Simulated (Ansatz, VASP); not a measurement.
**Two plane-wave programs on ZnSn2N2**

```
CELL_PARAMETERS angstrom
3.16172 -3.34956 0.00000
3.16172 3.34956 0.00000
0.00000 0.00000 6.03527
ATOMIC_POSITIONS crystal
Zn 0.50000 0.50000 0.00000
Sn 0.00000 0.00000 0.50000
Sn 0.50000 0.50000 0.50000
N 0.91671 0.08329 0.00000
N 0.08329 0.91671 0.00000
```

Alike in both runs: functional PBE; k mesh 6 × 6 × 2; occupations gaussian, width 0.1 eV; no spin polarisation.

Ansatz relaxed the structure, and its values are those at the end. VASP's run is a single point on that final structure, the one shown.

|  | VASP | Ansatz |
| --- | --- | --- |
| version | VASP 6.6.1 | Ansatz 0.2.0 |
| potentials or method | VASP PAW PBE potentials, release 64 (Zn, Sn_d, N), cutoff 520 eV | scalar-relativistic, plane waves, PAW |
| valence electrons in the cell | 50 | 50 |

VASP gave:

| Property | Result |
| --- | --- |
| gap on the k mesh at the Fermi level (eV) | none |
| pressure (GPa) | 0.6 |
| rms of the force components (eV/Å) | 0.531 |

Problem. What did Ansatz give for the same quantities?

Solution. gap on the k mesh at the Fermi level (eV): none; pressure (GPa): 0.0; rms of the force components (eV/Å): 0.001.

A gap of «none» marks a metal or a gap that the smearing closes.

The k mesh is coarse, so the values compare programs but aren't converged. Noted on VASP's run: the standard files for N, O and F lose accuracy on very short bonds.
